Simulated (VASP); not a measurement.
# ZnO (P6_3mc) in VASP: a series of runs

ZnO is run at these levels: PBEsol; tasks: single point, relaxation of volume and atoms at fixed shape.

Everything below comes from runs of VASP 6.6.1. Logs are shortened: lines on timing, memory, paths and dates and some standing lists are left out, and cuts for length are marked.

**Experimental background.**

From “Electronic structure of alkaline earth and post-transition metal oxides”, 2009, arxiv:0908.1581, for a bulk crystal of ZnO: band gap 3.37 eV.

The results are compared with them further down.

## Step 1: The cell of the first run

It takes space group P6_3mc (No. 186, hexagonal). Conventional cell: a = 3.238 Å, b = 3.238 Å, c = 5.187 Å, α = 90.00°, β = 90.00°, γ = 120.00°. Zn (site symmetry 3m) has 4 O at 1.97 to 1.98 Å within 2.6 Å. Within 2.6 Å of O (site symmetry 3m) lie 4 Zn at 1.97 to 1.98 Å.

## Step 2: Single point, PBEsol

Input file INCAR:

```
SYSTEM = ZnO
  PREC = Accurate
  ENCUT = 600
  EDIFF = 1E-6
  ISMEAR = 0
  SIGMA = 0.01
  LREAL = .FALSE.
  LASPH = .TRUE.
  NELM = 120
  ALGO = Normal
  ISIF = 2
  LWAVE = .FALSE.
  LCHARG = .TRUE.
  GGA = PS
  LELF = .TRUE.
  LVHAR = .TRUE.
  NBANDS = 26
  GGA_COMPAT = .FALSE.
```

Input file KPOINTS:

```
regular mesh
0
G
  8 8 5
  0 0 0
```

Input file POSCAR:

```
ZnO
1.0
    3.2379117529      0.0000000000      0.0000000000
   -1.6189558765      2.8041138333      0.0000000000
    0.0000000000      0.0000000000      5.1874513497
Zn O
2 2
Direct
    0.3333333333      0.6666666667      0.4990604277
    0.6666666667      0.3333333333     -0.0009395723
    0.6666666667      0.3333333333      0.3799495723
    0.3333333333      0.6666666667      0.8799495723
```

Potentials or basis: VASP PAW PBE potentials, release 64 (Zn, O).

Launch:

```sh
$ cat potpaw_PBE.64/Zn/POTCAR potpaw_PBE.64/O/POTCAR > POTCAR
$ mpirun -np 1 vasp_std > vasp.out
```

OUTCAR:

```text
SYSTEM = ZnO
   PREC = Accurate
   ENCUT = 600
   EDIFF = 1E-6
   ISMEAR = 0
   LREAL = .FALSE.
   LASPH = .TRUE.
   NELM = 120
   ISIF = 2
   GGA = PS

 ion  position               nearest neighbor table
   1  0.333  0.667  0.499-   3 1.97   3 1.97   3 1.97   4 1.98
   2  0.667  0.333  0.999-   4 1.97   4 1.97   4 1.97   3 1.98
   3  0.667  0.333  0.380-   1 1.97   1 1.97   1 1.97   2 1.98
   4  0.333  0.667  0.880-   2 1.97   2 1.97   2 1.97   1 1.98

  LATTYP: Found a hexagonal cell.
 ALAT       =     3.2379117529
 C/A-ratio  =     1.6020978166

  Lattice vectors:

 A1 = (   3.2379117529,   0.0000000000,   0.0000000000)
 A2 = (  -1.6189558765,   2.8041138333,   0.0000000000)
 A3 = (   0.0000000000,   0.0000000000,   5.1874513497)

Analysis of symmetry for initial positions (statically):
=====================================================================
 Subroutine PRICEL returns:
 Original cell was already a primitive cell.

 Routine SETGRP: Setting up the symmetry group for a
 hexagonal supercell.

 Subroutine GETGRP returns: Found 12 space group operations
 (whereof  6 operations were pure point group operations)
 out of a pool of 24 trial point group operations.

The static configuration has the point symmetry C_3v.
 The point group associated with its full space group is C_6v.

Analysis of symmetry for dynamics (positions and initial velocities):
=====================================================================
 Subroutine PRICEL returns:
 Original cell was already a primitive cell.

 Routine SETGRP: Setting up the symmetry group for a
 hexagonal supercell.

 Subroutine GETGRP returns: Found 12 space group operations
 (whereof  6 operations were pure point group operations)
 out of a pool of 24 trial point group operations.

The dynamic configuration has the point symmetry C_3v.
 The point group associated with its full space group is C_6v.

 Subroutine INISYM returns: Found 12 space group operations
 (whereof  6 operations are pure point group operations),
 and found     1 'primitive' translations

----------------------------------------------------------------------------------------

                                     Primitive cell

  volume of cell :      47.0993

  direct lattice vectors                    reciprocal lattice vectors
     3.237911753  0.000000000  0.000000000     0.308841030  0.178309452  0.000000000
    -1.618955877  2.804113833  0.000000000     0.000000000  0.356618903  0.000000000
     0.000000000  0.000000000  5.187451350     0.000000000  0.000000000  0.192772892

  length of vectors
     3.237911753  3.237911753  5.187451350     0.356618903  0.356618903  0.192772892

  position of ions in fractional coordinates (direct lattice)
     0.333333333  0.666666667  0.499060428
     0.666666667  0.333333333  0.999060428
     0.666666667  0.333333333  0.379949572
     0.333333333  0.666666667  0.879949572

  ion indices of the primitive-cell ions
   primitive index   ion index
                 1           1
                 2           2
                 3           3
                 4           4

----------------------------------------------------------------------------------------

 KPOINTS: regular mesh

Automatic generation of k-mesh.
 Grid dimensions read from file:
 generate k-points for:    8    8    5

 Generating k-lattice:

  Cartesian coordinates                     Fractional coordinates (reciprocal lattice)
     0.038605129  0.022288681  0.000000000     0.125000000  0.000000000  0.000000000
     0.000000000  0.044577363  0.000000000     0.000000000  0.125000000  0.000000000
     0.000000000  0.000000000  0.038554578     0.000000000  0.000000000  0.200000000

  Length of vectors
     0.044577363  0.044577363  0.038554578

  Shift w.r.t. Gamma in fractional coordinates (k-lattice)
     0.000000000  0.000000000  0.000000000

 Subroutine IBZKPT returns following result:
 ===========================================

 Found     30 irreducible k-points:

 Following reciprocal coordinates:
            Coordinates               Weight
  0.000000  0.000000  0.000000      1.000000
  0.125000  0.000000  0.000000      6.000000
  0.250000  0.000000  0.000000      6.000000
  0.375000  0.000000  0.000000      6.000000
  0.500000  0.000000  0.000000      3.000000
  0.125000  0.125000  0.000000      6.000000
[... 16 lines left out ...]
  0.250000  0.000000  0.400000     12.000000
  0.375000  0.000000  0.400000     12.000000
 [... further k-points ...]
   k-points           NKPTS =     30   k-points in BZ     NKDIM =     30   number of bands    NBANDS=     26
   number of dos      NEDOS =    301   number of ions     NIONS =      4
   total plane-waves  NPLWV =  32928
   dimension x,y,z NGX =    28 NGY =   28 NGZ =   42
   dimension x,y,z NGXF=    56 NGYF=   56 NGZF=   84
   ions per type =               2   2
   NGX,Y,Z   is equivalent  to a cutoff of  14.38, 14.38, 13.46 a.u.
   NGXF,Y,Z  is equivalent  to a cutoff of  28.75, 28.75, 26.92 a.u.
 SYSTEM =  ZnO
   PREC   = accura    normal or accurate (medium, high low for compatibility)
   ISTART =      0    job   : 0-new  1-cont  2-samecut
   ICHARG =      2    charge: 1-file 2-atom 10-const
   ISPIN  =      1    spin polarized calculation?
   LNONCOLLINEAR =      F non collinear calculations
   LSORBIT =      F    spin-orbit coupling
   LASPH  =      T    aspherical Exc in radial PAW
   ENCUT  =  600.0 eV  44.10 Ry    6.64 a.u.   6.47  6.47 10.36*2*pi/ulx,y,z
   NELM   =    120;   NELMIN=  2; NELMDL= -5     # of ELM steps
   EDIFF  = 0.1E-05   stopping-criterion for ELM
   LREAL  =      F    real-space projection
   EDIFFG = 0.1E-04   stopping-criterion for IOM
   NSW    =      0    number of steps for IOM
   IBRION =     -1    ionic relax: 0-MD 1-quasi-New 2-CG
   NFREE  =      0    steps in history (QN), initial steepest desc. (CG)
   ISIF   =      2    stress and relaxation
   ISYM   =      2    0-nonsym 1-usesym 2-fastsym
   POTIM  = 0.5000    time-step for ionic-motion
   TEBEG  =    0.0;   TEEND  =   0.0 temperature during run
   PSTRESS=    0.0 pullay stress
   NELECT =      36.0000    total number of electrons
   NUPDOWN=      -1.0000    fix difference up-down
   EMIN   =  10.00;   EMAX   =-10.00  energy-range for DOS
   EFERMI =   0.00;   METHOD = LEGACY
   ISMEAR =     0;   SIGMA  =   0.01  broadening in eV -4-tet -1-fermi 0-gaus
   EFERMI_NEDOS =   21; number of points for ismear=-14 and -15
   IALGO  =     38    algorithm
   IMIX   =      4    mixing-type and parameters
     AMIX     =   0.40;   BMIX     =  1.00
     AMIX_MAG =   1.60;   BMIX_MAG =  1.00
  volume/ion in A,a.u.               =      11.77        79.46
  Fermi-wavevector in a.u.,A,eV,Ry     =   1.496824  2.828587 30.483614  2.240482
  Thomas-Fermi vector in A             =   2.608791
   LORBIT       =      0    0 simple, 1 ext, 2 COOP (PROOUT), +10 PAW based schemes
   GGA     = PS    functional components
   LHFCALC =     F    Hartree Fock is set to
   AEXX    =    0.0000 exact exchange contribution
   IVDW    =     0    specifies the selected vdW correction
   LEPSILON=     F    determine dielectric tensor
   LRPA    =     F    only Hartree local field effects (RPA)
 non-spin polarized calculation
 Gauss-broadening in eV      SIGMA  =   0.01
  energy-cutoff  :      600.00
  volume of cell :       47.10
 maximum number of plane-waves:      1585
 NGX is ok and might be reduce to    28
   NGX = 13   NGY = 13   NGZ = 21

 number of electron      36.0000001 magnetization

 Free energy of the ion-electron system (eV)
  ---------------------------------------------------
  ext. energy  EPLUGINS =         0.00000000
  ---------------------------------------------------
  free energy    TOTEN  =       -19.41310689 eV

  energy without entropy =      -19.41310689  energy(sigma->0) =      -19.41310689

 E-fermi :   1.2452     XC(G=0): -11.2420

 val. band max:        1.1452337598   @ k =   0.0000   0.0000   0.0000
 cond. band min:       1.8449558446   @ k =   0.0000   0.0000   0.0000
 fundamental gap:      0.6997220848
 Fermi energy:         1.2451670829

 k-point     1 :       0.0000    0.0000    0.0000
  band No.  band energies     occupation
      1     -16.9828      2.00000
      2     -16.2161      2.00000
      3      -4.6335      2.00000
      4      -4.6252      2.00000
      5      -4.6252      2.00000
      6      -4.5541      2.00000
[... 18 lines left out ...]
     25      15.2113      0.00000
     26      15.2113      0.00000

 k-point     2 :       0.1250    0.0000    0.0000
  band No.  band energies     occupation
      1     -16.8944      2.00000
      2     -16.1779      2.00000
      3      -4.7312      2.00000
      4      -4.5746      2.00000
      5      -4.5146      2.00000
      6      -4.5088      2.00000
[... 18 lines left out ...]
     25      15.3416      0.00000
     26      15.3946      0.00000

 k-point     3 :       0.2500    0.0000    0.0000
  band No.  band energies     occupation
      1     -16.6660      2.00000
      2     -16.0927      2.00000
      3      -4.9111      2.00000
      4      -4.5477      2.00000
      5      -4.4639      2.00000
      6      -4.3432      2.00000
[... 18 lines left out ...]
     25      14.4273      0.00000
     26      15.2897      0.00000

 k-point     4 :       0.3750    0.0000    0.0000
  band No.  band energies     occupation
      1     -16.4014      2.00000
      2     -16.0316      2.00000
      3      -4.9643      2.00000
      4      -4.6293      2.00000
      5      -4.3800      2.00000
      6      -4.1398      2.00000
[... 18 lines left out ...]
     25      14.4375      0.00000
     26      15.2145      0.00000

 k-point     5 :       0.5000    0.0000    0.0000
  band No.  band energies     occupation
      1     -16.2647      2.00000
      2     -16.0297      2.00000
      3      -4.8831      2.00000
      4      -4.7240      2.00000
      5      -4.3551      2.00000
      6      -4.0055      2.00000
[... 18 lines left out ...]
     25      14.2918      0.00000
     26      15.3306      0.00000

 k-point     6 :       0.1250    0.1250    0.0000
  band No.  band energies     occupation
      1     -16.7357      2.00000
      2     -16.1161      2.00000
      3      -4.8225      2.00000
      4      -4.6014      2.00000
      5      -4.4387      2.00000
      6      -4.4350      2.00000
[... 427 lines left out ...]
 k-point    21 :       0.0000    0.0000    0.4000
  band No.  band energies     occupation
      1     -16.7279      2.00000
      2     -16.4912      2.00000
      3      -4.8754      2.00000
      4      -4.7991      2.00000
      5      -4.5830      2.00000
      6      -4.5830      2.00000
[... 18 lines left out ...]
     25      14.4128      0.00000
     26      14.4128      0.00000

 k-point    22 :       0.1250    0.0000    0.4000
  band No.  band energies     occupation
      1     -16.6542      2.00000
      2     -16.4328      2.00000
      3      -4.9090      2.00000
      4      -4.8771      2.00000
      5      -4.5250      2.00000
      6      -4.5232      2.00000
[... 18 lines left out ...]
     25      14.1992      0.00000
     26      14.5491      0.00000

 k-point    23 :       0.2500    0.0000    0.4000
  band No.  band energies     occupation
      1     -16.4687      2.00000
      2     -16.2912      2.00000
      3      -5.0302      2.00000
      4      -4.9688      2.00000
      5      -4.3850      2.00000
      6      -4.3827      2.00000
[... 18 lines left out ...]
     25      14.5045      0.00000
     26      14.7485      0.00000

 k-point    24 :       0.3750    0.0000    0.4000
  band No.  band energies     occupation
      1     -16.2676      2.00000
      2     -16.1529      2.00000
      3      -5.0977      2.00000
      4      -5.0267      2.00000
      5      -4.2524      2.00000
      6      -4.1999      2.00000
[... 18 lines left out ...]
     25      14.6367      0.00000
     26      14.8802      0.00000

 [... further k-points ...]

------------------------ aborting loop because EDIFF is reached ----------------------------------------

  FORCE on cell =-STRESS in cart. coord.  units (eV):
  Direction    XX          YY          ZZ          XY          YZ          ZX
  --------------------------------------------------------------------------------------
  -------------------------------------------------------------------------------------
  Total        0.0843830      0.0843830      0.3270483     -0.0000000      0.0000000      0.0000000
  in kB        2.8704552      2.8704552     11.1251996     -0.0000000      0.0000000      0.0000000
  external PRESSURE =       5.6220367 kB  Pullay stress =       0.0000000 kB

 VOLUME and BASIS-vectors are now :
 -----------------------------------------------------------------------------
  energy-cutoff  :      600.00
  volume of cell :       47.10
      direct lattice vectors                 reciprocal lattice vectors
     3.237911753  0.000000000  0.000000000     0.308841030  0.178309452  0.000000000
    -1.618955877  2.804113833  0.000000000     0.000000000  0.356618903  0.000000000
     0.000000000  0.000000000  5.187451350     0.000000000  0.000000000  0.192772892

 POSITION                                       TOTAL-FORCE (eV/Angst)
 -----------------------------------------------------------------------------------
     -0.00000      1.86941      2.58885        -0.000000      0.000000     -0.001783
      1.61896      0.93470      5.18258         0.000000      0.000000     -0.001783
      1.61896      0.93470      1.97097         0.000000     -0.000000      0.001783
     -0.00000      1.86941      4.56470        -0.000000     -0.000000      0.001783
 -----------------------------------------------------------------------------------
    total drift:                               -0.000000     -0.000000      0.000030

  FREE ENERGIE OF THE ION-ELECTRON SYSTEM (eV)
  ---------------------------------------------------
  free  energy   TOTEN  =       -19.4131068946 eV

  energy  without entropy=      -19.4131068946  energy(sigma->0) =      -19.41310689
```

Run time: 20 s. Hardware: 1 thread of Intel Xeon 6975P-C (Granite Rapids), shared host; peak memory 0.19 GiB.

What came out:

```yaml
Free_energy: -19.4131 eV
Pressure: 0.6 GPa
Band_gap_on_the_k_mesh: 0.70 eV
```

Levels at points of the mesh, in eV from the valence-band top:
| k point | band 14 | band 15 | band 16 | band 17 | band 18 | band 19 | band 20 | band 21 | band 22 | band 23 |
| --- | --- | --- | --- | --- | --- | --- | --- | --- | --- | --- |
| (0.00, 0.00, 0.00) | -0.82 | -0.82 | -0.09 | 0.00 | 0.00 | 0.70 | 5.13 | 8.17 | 12.77 | 12.77 |
| (0.50, 0.00, 0.00) | -3.63 | -2.87 | -2.33 | -1.31 | -0.87 | 5.73 | 6.71 | 7.49 | 8.47 | 10.55 |

Caveat: the PAW data sets were made with another functional, which shifts forces and pressure a little.

## Step 3: Relaxation of volume and atoms at fixed shape, PBEsol

This run uses another cell than the first one, of 11.90 Å³/atom.

Input file INCAR:

```
PREC = Accurate
ENCUT = 600
EDIFF = 1E-7
ISMEAR = 0
SIGMA = 0.01
LREAL = False
LASPH = True
NELM = 120
ALGO = Normal
ISIF = 8
LWAVE = False
LCHARG = False
GGA = PS
IBRION = 2
NSW = 80
EDIFFG = -0.02
GGA_COMPAT = False
NELMIN = 4
```

Input file KPOINTS:

```
Automatic mesh
0
Gamma
  8 8 5
```

Input file POSCAR:

```
ZnO
1.0
    3.2493080000      0.0000000000      0.0000000000
   -1.6246540000      2.8139830000      0.0000000000
    0.0000000000      0.0000000000      5.2057090000
Zn O
2 2
Direct
    0.3333333333      0.6666666667      0.5000000000
    0.6666666667      0.3333333333      0.0000000000
    0.6666666667      0.3333333333      0.3790100000
    0.3333333333      0.6666666667      0.8790100000
```

Potentials or basis: VASP PAW PBE potentials, release 64 (Zn, O).

Launch:

```sh
$ cat potpaw_PBE.64/Zn/POTCAR potpaw_PBE.64/O/POTCAR > POTCAR
$ mpirun -np 1 vasp_std > vasp.out
```

Run time: 51 s. Hardware: 1 thread of Intel Xeon 6975P-C (Granite Rapids), shared host; peak memory 0.2 GiB.

The run converged. Its results:

- Free energy: -19.4147 eV
- Relaxed volume: 11.84 Å³/atom
- Relaxed cell: a = 3.244 Å, b = 3.244 Å, c = 5.197 Å, α = 90.00°, β = 90.00°, γ = 120.00°
- Space group after relaxing (to 0.1 Å): P6_3mc (No. 186)
- Energy gained by relaxing: 0.3 meV/atom
- Ionic steps: 4
- Pressure after relaxing: 0.0 GPa
- Largest force after relaxing: 0.005 eV/Å
- Band gap on the k mesh: 0.69 eV

Forces on the atoms (eV/Å):
```
Zn   0.000  0.000 -0.005
Zn   0.000  0.000 -0.005
O    0.000  0.000  0.005
O    0.000  0.000  0.005
```

Stress tensor (GPa, compression positive):
```
-0.28  0.00  0.00
 0.00 -0.28  0.00
 0.00  0.00  0.62
```

The path:
| step | energy change (eV) | largest force (eV/Å) | pressure (GPa) | volume (Å³) |
| --- | --- | --- | --- | --- |
| 1 | 0.0000 | 0.0651 | -0.65 | 47.60 |
| 2 | -0.0009 | 0.0246 | 0.35 | 47.27 |
| 3 | -0.0009 | 0.0306 | 0.19 | 47.32 |
| 4 | -0.0011 | 0.0055 | 0.02 | 47.37 |

Final structure:
```cif
data_structure
_symmetry_space_group_name_H-M 'P 1'
_symmetry_Int_Tables_number 1
_cell_length_a 3.2440
_cell_length_b 3.2440
_cell_length_c 5.1972
_cell_angle_alpha 90.000
_cell_angle_beta 90.000
_cell_angle_gamma 120.000
_cell_volume 47.37
loop_
_atom_site_label
_atom_site_type_symbol
_atom_site_fract_x
_atom_site_fract_y
_atom_site_fract_z
_atom_site_occupancy
Zn1 Zn 0.33333 0.66667 0.49913 1
Zn2 Zn 0.66667 0.33333 0.99913 1
O1 O 0.66667 0.33333 0.37988 1
O2 O 0.33333 0.66667 0.87988 1
```

Levels at points of the mesh, in eV from the valence-band top:
| k point | band 15 | band 16 | band 17 | band 18 | band 19 | band 20 | band 21 | band 22 |
| --- | --- | --- | --- | --- | --- | --- | --- | --- |
| (0.00, 0.00, 0.00) | -0.81 | -0.09 | 0.00 | 0.00 | 0.69 | 5.11 | 8.15 | 12.74 |
| (0.50, 0.00, 0.00) | -2.86 | -2.32 | -1.30 | -0.86 | 5.70 | 6.71 | 7.49 | 8.44 |

Caveat: the PAW data sets were made with another functional, which shifts forces and pressure a little.

## Step 4: Against experiment

Step 2. Against the measured gap of ZnO, 3.37 eV (quoted in “Electronic structure of alkaline earth and post-transition metal oxides”, 2009, arxiv:0908.1581), the calculated 0.70 eV is off by -2.67 eV. So large a miss can be the level of theory's own, or it may mean another phase, state or a wrong row. The value is that of PBEsol, without temperature or zero-point motion. Semilocal functionals fall short of measured gaps as a rule.
